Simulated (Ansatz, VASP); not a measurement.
## Ti in VASP and in Ansatz

```
CELL_PARAMETERS angstrom
4.60000 0.00000 0.00000
-2.30000 3.98372 0.00000
0.00000 0.00000 2.82000
ATOMIC_POSITIONS crystal
Ti 0.00000 0.00000 0.00000
Ti 0.33333 0.66667 0.50000
Ti 0.66667 0.33333 0.50000
```

Alike in both runs: task single point; functional r2SCAN; k mesh 9 × 9 × 12; no spin polarisation.

```csv
,VASP,Ansatz
version,VASP 6.6.1,Ansatz 0.2.0
potentials or method,"VASP PAW PBE potentials, release 64 (Ti_sv), cutoff 520 eV","plane waves, PAW"
occupations,"methfessel-paxton of order 1, width 0.1 eV","cold, width 0.1 eV"
valence electrons in the cell,36,36
```

VASP gave:

* pressure (GPa): -1.0
* traceless stress, the component that is largest in VASP (GPa): 1.01

What did Ansatz give for the same quantities?

Pressure (GPa): -1.4; traceless stress, the component that is largest in VASP (GPa): 1.06.

VASP's potentials were made for PBE, not for r2SCAN.
